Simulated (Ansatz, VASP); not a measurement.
## One calculation of ZnS, two programs

INCAR

```
SYSTEM = ZnS
PREC = Accurate
ENCUT = 520
EDIFF = 1E-8
ISMEAR = -1
SIGMA = 0.01
LREAL = .False.
LASPH = .True.
NELM = 100
ALGO = Normal
ISIF = 2
LWAVE = .False.
LCHARG = .False.
GGA = PS
LEFG = .True.
NBANDS = 16
```

The input KPOINTS:

```
regular mesh
0
Gamma
  9 9 9
  0 0 0
```

POSCAR

```
ZnS
1.0
    0.0000000000      2.7316965000      2.7046500000
    2.7316965000      0.0000000000      2.7046500000
    2.7316965000      2.7316965000      0.0000000000
Zn S
1 1
Direct
    0.0000000000      0.0000000000      0.0000000000
    0.7500000000      0.7500000000      0.7500000000
```

Input for Ansatz:

```yaml
crystal:
  lattice:
    - [0.0, 2.7316965, 2.70465]
    - [2.7316965, 0.0, 2.70465]
    - [2.7316965, 2.7316965, 0.0]
  atoms:
    - { symbol: Zn, position: [0.0, 0.0, 0.0] }
    - { symbol: S, position: [0.75, 0.75, 0.75] }
kpoints:
  mp_grid: { grid: [9, 9, 9] }
scf:
  occupations: { method: fermi_dirac, width: 0.01 }
hamiltonian:
  xc: pbesol
  pseudopotentials: { kind: paw }
output:
  forces: true
  stress: true
  eigenvalues: true
  efg: { contact_densities: true }
```

Change from the starting cell: equal xx and yy strain of +1 %, PAW files.

Alike in both runs: task electric field gradients; functional PBEsol; k mesh 9 × 9 × 9; occupations fermi-dirac, width 0.01 eV; no spin polarisation.

|  | VASP | Ansatz |
| --- | --- | --- |
| version | VASP 6.6.1 | Ansatz 0.2.0 |
| potentials or method | VASP PAW PBE potentials, release 64 (Zn, S) | PAW with Ansatz's default frozen-core files, scalar-relativistic |
| plane-wave cutoff (eV) | 520 | 420 |
| valence electrons in the cell | 18 | 18 |

```csv
,VASP,Ansatz,Ansatz less VASP
gap on the k mesh at the Fermi level (eV),1.86,1.85,-0.004
pressure (GPa),-3.3,-3.5,-0.16
"traceless stress, the component that is largest in VASP (GPa)",0.28,0.29,+0.002
size of Vzz on the site where it differs most (V/Å²),1.7,1.8,+0.06
```

VASP's potentials were made for PBE, not for PBEsol.
